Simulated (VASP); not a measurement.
# BiS (Pm-3m) in VASP: a series of runs, part 2 of 2

VASP 6.6.1.

## Step 3: Single point, revPBE

INCAR reads:

```
PREC     = Accurate       # precision mode
ENCUT    = 520            # plane-wave cutoff, eV
EDIFF    = 1E-6           # SCF threshold, eV
ISMEAR   = -1             # smearing method
SIGMA    = 0.05           # smearing width, eV
LREAL    = False          # projectors in reciprocal space
LASPH    = True           # aspherical terms in the spheres
NELM     = 100            # most SCF steps
ALGO     = Normal         # electronic algorithm
ISIF     = 2              # what is computed and relaxed
LWAVE    = False          # write WAVECAR
LCHARG   = False          # write CHGCAR
GGA      = RE             # functional
NBANDS   = 18             # bands
```

KPOINTS reads:

```
Automatic mesh
0
Gamma
  7 7 7
```

POSCAR reads:

```
BiS
1.0
    4.0029443400      0.0000000000      0.0000000000
    0.0000000000      4.0029443400      0.0000000000
    0.0000000000      0.0000000000      4.0029443400
Bi S
1 1
Direct
    0.5000000000      0.5000000000      0.5000000000
    0.0000000000      0.0000000000      0.0000000000
```

Potentials or basis: VASP PAW PBE potentials, release 64 (Bi_d, S).

The run is started by

```
$ cat potpaw_PBE.64/Bi_d/POTCAR potpaw_PBE.64/S/POTCAR > POTCAR
$ mpirun -np 1 vasp_std > vasp.out
```

OUTCAR:

```text
PREC = Accurate
   ENCUT = 520
   EDIFF = 1E-6
   ISMEAR = -1
   LREAL = False
   LASPH = True
   NELM = 100
   ISIF = 2
   GGA = RE

 ion  position               nearest neighbor table
   1  0.500  0.500  0.500-
   2  0.000  0.000  0.000-

  LATTYP: Found a simple cubic cell.
 ALAT       =     4.0029443400

  Lattice vectors:

 A1 = (   4.0029443400,   0.0000000000,   0.0000000000)
 A2 = (   0.0000000000,   4.0029443400,   0.0000000000)
 A3 = (   0.0000000000,   0.0000000000,   4.0029443400)

Analysis of symmetry for initial positions (statically):
=====================================================================
 Subroutine PRICEL returns:
 Original cell was already a primitive cell.

 Routine SETGRP: Setting up the symmetry group for a
 simple cubic supercell.

 Subroutine GETGRP returns: Found 48 space group operations
 (whereof 48 operations were pure point group operations)
 out of a pool of 48 trial point group operations.

The static configuration has the point symmetry O_h .

Analysis of symmetry for dynamics (positions and initial velocities):
=====================================================================
 Subroutine PRICEL returns:
 Original cell was already a primitive cell.

 Routine SETGRP: Setting up the symmetry group for a
 simple cubic supercell.

 Subroutine GETGRP returns: Found 48 space group operations
 (whereof 48 operations were pure point group operations)
 out of a pool of 48 trial point group operations.

The dynamic configuration has the point symmetry O_h .

 Subroutine INISYM returns: Found 48 space group operations
 (whereof 48 operations are pure point group operations),
 and found     1 'primitive' translations

----------------------------------------------------------------------------------------

                                     Primitive cell

  volume of cell :      64.1414

  direct lattice vectors                    reciprocal lattice vectors
     4.002944340  0.000000000  0.000000000     0.249816114  0.000000000  0.000000000
     0.000000000  4.002944340  0.000000000     0.000000000  0.249816114  0.000000000
     0.000000000  0.000000000  4.002944340     0.000000000  0.000000000  0.249816114

  length of vectors
     4.002944340  4.002944340  4.002944340     0.249816114  0.249816114  0.249816114

  position of ions in fractional coordinates (direct lattice)
     0.500000000  0.500000000  0.500000000
     0.000000000  0.000000000  0.000000000

  ion indices of the primitive-cell ions
   primitive index   ion index
                 1           1
                 2           2

----------------------------------------------------------------------------------------

 KPOINTS: Automatic mesh

Automatic generation of k-mesh.
 Grid dimensions read from file:
 generate k-points for:    7    7    7

 Generating k-lattice:

  Cartesian coordinates                     Fractional coordinates (reciprocal lattice)
     0.035688016  0.000000000  0.000000000     0.142857143  0.000000000  0.000000000
     0.000000000  0.035688016  0.000000000     0.000000000  0.142857143  0.000000000
     0.000000000  0.000000000  0.035688016     0.000000000  0.000000000  0.142857143

  Length of vectors
     0.035688016  0.035688016  0.035688016

  Shift w.r.t. Gamma in fractional coordinates (k-lattice)
     0.000000000  0.000000000  0.000000000

 Subroutine IBZKPT returns following result:
 ===========================================

 Found     20 irreducible k-points:

 Following reciprocal coordinates:
            Coordinates               Weight
  0.000000  0.000000  0.000000      1.000000
  0.142857  0.000000  0.000000      6.000000
  0.285714  0.000000  0.000000      6.000000
  0.428571  0.000000  0.000000      6.000000
  0.142857  0.142857  0.000000     12.000000
  0.285714  0.142857  0.000000     24.000000
[... 12 lines left out ...]
  0.428571  0.428571  0.285714     24.000000
  0.428571  0.428571  0.428571      8.000000
   k-points           NKPTS =     20   k-points in BZ     NKDIM =     20   number of bands    NBANDS=     18
   number of dos      NEDOS =    301   number of ions     NIONS =      2
   total plane-waves  NPLWV =  27000
   dimension x,y,z NGX =    30 NGY =   30 NGZ =   30
   dimension x,y,z NGXF=    60 NGYF=   60 NGZF=   60
   ions per type =               1   1
   NGX,Y,Z   is equivalent  to a cutoff of  12.46, 12.46, 12.46 a.u.
   NGXF,Y,Z  is equivalent  to a cutoff of  24.92, 24.92, 24.92 a.u.
 SYSTEM =  unknown system
   PREC   = accura    normal or accurate (medium, high low for compatibility)
   ISTART =      0    job   : 0-new  1-cont  2-samecut
   ICHARG =      2    charge: 1-file 2-atom 10-const
   ISPIN  =      1    spin polarized calculation?
   LNONCOLLINEAR =      F non collinear calculations
   LSORBIT =      F    spin-orbit coupling
   LASPH  =      T    aspherical Exc in radial PAW
   ENCUT  =  520.0 eV  38.22 Ry    6.18 a.u.   7.44  7.44  7.44*2*pi/ulx,y,z
   NELM   =    100;   NELMIN=  2; NELMDL= -5     # of ELM steps
   EDIFF  = 0.1E-05   stopping-criterion for ELM
   LREAL  =      F    real-space projection
   EDIFFG = 0.1E-04   stopping-criterion for IOM
   NSW    =      0    number of steps for IOM
   IBRION =     -1    ionic relax: 0-MD 1-quasi-New 2-CG
   NFREE  =      0    steps in history (QN), initial steepest desc. (CG)
   ISIF   =      2    stress and relaxation
   ISYM   =      2    0-nonsym 1-usesym 2-fastsym
   POTIM  = 0.5000    time-step for ionic-motion
   TEBEG  =    0.0;   TEEND  =   0.0 temperature during run
   PSTRESS=    0.0 pullay stress
   NELECT =      21.0000    total number of electrons
   NUPDOWN=      -1.0000    fix difference up-down
   EMIN   =  10.00;   EMAX   =-10.00  energy-range for DOS
   EFERMI =   0.00;   METHOD = LEGACY
   ISMEAR =    -1;   SIGMA  =   0.05  broadening in eV -4-tet -1-fermi 0-gaus
   EFERMI_NEDOS =   21; number of points for ismear=-14 and -15
   IALGO  =     38    algorithm
   IMIX   =      4    mixing-type and parameters
     AMIX     =   0.40;   BMIX     =  1.00
     AMIX_MAG =   1.60;   BMIX_MAG =  1.00
  volume/ion in A,a.u.               =      32.07       216.42
  Fermi-wavevector in a.u.,A,eV,Ry     =   1.128327  2.132229 17.321879  1.273122
  Thomas-Fermi vector in A             =   2.265017
   LORBIT       =      0    0 simple, 1 ext, 2 COOP (PROOUT), +10 PAW based schemes
   GGA     = RE    functional components
   LHFCALC =     F    Hartree Fock is set to
   AEXX    =    0.0000 exact exchange contribution
   IVDW    =     0    specifies the selected vdW correction
   LEPSILON=     F    determine dielectric tensor
   LRPA    =     F    only Hartree local field effects (RPA)
 non-spin polarized calculation
  energy-cutoff  :      520.00
  volume of cell :       64.14
 maximum number of plane-waves:      1751
 NGX is ok and might be reduce to    30
   NGX = 15   NGY = 15   NGZ = 15

 number of electron      21.0000014 magnetization

 Free energy of the ion-electron system (eV)
  ---------------------------------------------------
  ext. energy  EPLUGINS =         0.00000000
  ---------------------------------------------------
  free energy    TOTEN  =        -6.55174003 eV

  energy without entropy =       -6.54085608  energy(sigma->0) =       -6.54629806

 E-fermi :   4.5781     XC(G=0):  -9.0355

 val. band max:        4.5525310757   @ k =   0.2857   0.0000   0.0000
 cond. band min:       4.6801878720   @ k =   0.2857   0.1429   0.1429
 fundamental gap:      0.1276567963
 Fermi energy:         4.5781175877

 k-point     1 :       0.0000    0.0000    0.0000
  band No.  band energies     occupation
      1     -19.2523      2.00000
      2     -19.2523      2.00000
      3     -19.2070      2.00000
      4     -19.2070      2.00000
      5     -19.2070      2.00000
      6      -8.5081      2.00000
[... 10 lines left out ...]
     17      15.2915      0.00000
     18      15.2915      0.00000

 k-point     2 :       0.1429    0.0000    0.0000
  band No.  band energies     occupation
      1     -19.2521      2.00000
      2     -19.2465      2.00000
      3     -19.2086      2.00000
      4     -19.2086      2.00000
      5     -19.2069      2.00000
      6      -8.3793      2.00000
[... 10 lines left out ...]
     17      14.9672      0.00000
     18      14.9672      0.00000
[... 358 lines left out ...]
 k-point    20 :       0.4286    0.4286    0.4286
  band No.  band energies     occupation
      1     -19.2230      2.00000
      2     -19.2229      2.00000
      3     -19.2229      2.00000
      4     -19.2066      2.00000
      5     -19.2066      2.00000
      6      -6.9701      2.00000
[... 10 lines left out ...]
     17      17.4891      0.00000
     18      17.6882      0.00000

------------------------ aborting loop because EDIFF is reached ----------------------------------------

  FORCE on cell =-STRESS in cart. coord.  units (eV):
  Direction    XX          YY          ZZ          XY          YZ          ZX
  --------------------------------------------------------------------------------------
  -------------------------------------------------------------------------------------
  Total       -4.0316741     -4.0316741     -4.0316741      0.0000000     -0.0000000      0.0000000
  in kB     -100.7064642   -100.7064642   -100.7064642      0.0000000     -0.0000000      0.0000000
  external PRESSURE =    -100.7064642 kB  Pullay stress =       0.0000000 kB

 VOLUME and BASIS-vectors are now :
 -----------------------------------------------------------------------------
  energy-cutoff  :      520.00
  volume of cell :       64.14
      direct lattice vectors                 reciprocal lattice vectors
     4.002944340  0.000000000  0.000000000     0.249816114  0.000000000  0.000000000
     0.000000000  4.002944340  0.000000000     0.000000000  0.249816114  0.000000000
     0.000000000  0.000000000  4.002944340     0.000000000  0.000000000  0.249816114

 POSITION                                       TOTAL-FORCE (eV/Angst)
 -----------------------------------------------------------------------------------
      2.00147      2.00147      2.00147         0.000000      0.000000      0.000000
      0.00000      0.00000      0.00000         0.000000      0.000000      0.000000
 -----------------------------------------------------------------------------------
    total drift:                                0.000000      0.000000      0.000000

  FREE ENERGIE OF THE ION-ELECTRON SYSTEM (eV)
  ---------------------------------------------------
  free  energy   TOTEN  =        -6.5517400347 eV

  energy  without entropy=       -6.5408560755  energy(sigma->0) =       -6.54629806
```

Run time: 15 s. Hardware: 1 thread of Intel Xeon Platinum 8375C at 2.90GHz (Ice Lake), shared host; peak memory 0.17 GiB.

Results:

```yaml
Free_energy: -6.5517 eV
Pressure: -10.1 GPa
```

Levels at points of the mesh, in eV from the Fermi level:
| k point | band 8 | band 9 | band 10 | band 11 | band 12 | band 13 |
| --- | --- | --- | --- | --- | --- | --- |
| (0.00, 0.00, 0.00) | -2.19 | -2.19 | -2.19 | 2.51 | 2.51 | 2.51 |

Caveat: the PAW data sets were made with another functional, which shifts forces and pressure a little; spin-orbit coupling is left out, which moves the levels of the heavy elements.

## Step 4: Relaxation of cell and atoms, RPBE

INCAR reads:

```
SYSTEM = BiS
ALGO     = Normal         ! electronic algorithm
EDIFF    = 1E-7           ! SCF threshold, eV
EDIFFG   = -0.01          ! ionic threshold
ENCUT    = 600            ! plane-wave cutoff, eV
GGA      = RP             ! functional
IBRION   = 2              ! ionic algorithm
ISIF     = 3              ! what is computed and relaxed
ISMEAR   = -1             ! smearing method
LASPH    = .TRUE.         ! aspherical terms in the spheres
LCHARG   = .FALSE.        ! write CHGCAR
LREAL    = .FALSE.        ! projectors in reciprocal space
LWAVE    = .FALSE.        ! write WAVECAR
NELM     = 60             ! most SCF steps
NSW      = 60             ! ionic steps
PREC     = Accurate       ! precision mode
SIGMA    = 0.05           ! smearing width, eV
```

KPOINTS reads:

```
k-points
0
G
  7 7 7
  0 0 0
```

POSCAR is that of step 3.

The run is started by

```
$ cat potpaw_PBE.64/Bi_d/POTCAR potpaw_PBE.64/S/POTCAR > POTCAR
$ mpirun -np 1 vasp_std > vasp.out
```

Run time: 29 s. Hardware: 1 thread of Intel Xeon Platinum 8375C at 2.90GHz (Ice Lake), shared host; peak memory 0.19 GiB.

Results (log left out):

| Property | Result |
| --- | --- |
| Free energy | -7.1553 eV |
| Relaxed volume | 23.86 Å³/atom |
| Relaxed cell | a = 3.627 Å, b = 3.627 Å, c = 3.627 Å, α = 90.00°, β = 90.00°, γ = 90.00° |
| Space group after relaxing (to 0.05 Å) | Pm-3m (No. 221) |
| Energy gained by relaxing | 330.6 meV/atom |
| Ionic steps | 3 |
| Pressure after relaxing | 0.0 GPa |

Step by step:
```tsv
step	energy change (eV)	largest force (eV/Å)	pressure (GPa)	volume (Å³)
1	0.0000	0.0000	-9.68	64.14
2	-0.6612	0.0000	-0.08	47.78
3	-0.6612	0.0000	0.00	47.72
```

Final structure:
```yaml
crystal:
  lattice:
    - [3.62726, 0.00000, 0.00000]
    - [0.00000, 3.62726, 0.00000]
    - [0.00000, 0.00000, 3.62726]
  atoms:
    - { symbol: Bi, position: [0.50000, 0.50000, 0.50000] }
    - { symbol: S, position: [0.00000, 0.00000, 0.00000] }
```

Levels at points of the mesh, in eV from the Fermi level:
| k point | band 6 | band 7 | band 8 | band 9 | band 10 | band 11 | band 12 | band 13 | band 14 |
| --- | --- | --- | --- | --- | --- | --- | --- | --- | --- |
| (0.00, 0.00, 0.00) | -15.11 | -9.54 | -3.18 | -3.18 | -3.18 | 3.76 | 4.04 | 4.04 | 4.04 |

Caveat: the volume moved by over 15 % at a fixed basis, so the end points are rough; the PAW data sets were made with another functional, which shifts forces and pressure a little; spin-orbit coupling is left out, which moves the levels of the heavy elements.

## Step 5: Summary

| task | level | cell | cutoff (eV) | gap on the mesh (eV) | pressure (GPa) |
| --- | --- | --- | --- | --- | --- |
| single point | RPBE | as given | 520 | none | -9.7 |
| single point | revPBE | as given | 520 | none | -10.1 |
| relaxation of cell and atoms | RPBE | relaxed | 600 | none | 0.0 |

Alike in all rows: potentials or basis VASP PAW PBE potentials, release 64 (Bi_d, S); no spin polarisation; k mesh 7 × 7 × 7; smearing fermi-dirac 0.05 eV.

Caveats: the PAW data sets were made with another functional, which shifts forces and pressure a little; spin-orbit coupling is left out, which moves the levels of the heavy elements; the volume moved by over 15 % at a fixed basis, so the end points are rough (some runs).

Total energies depend on the potentials used, so only differences within one code and one set of settings carry meaning.
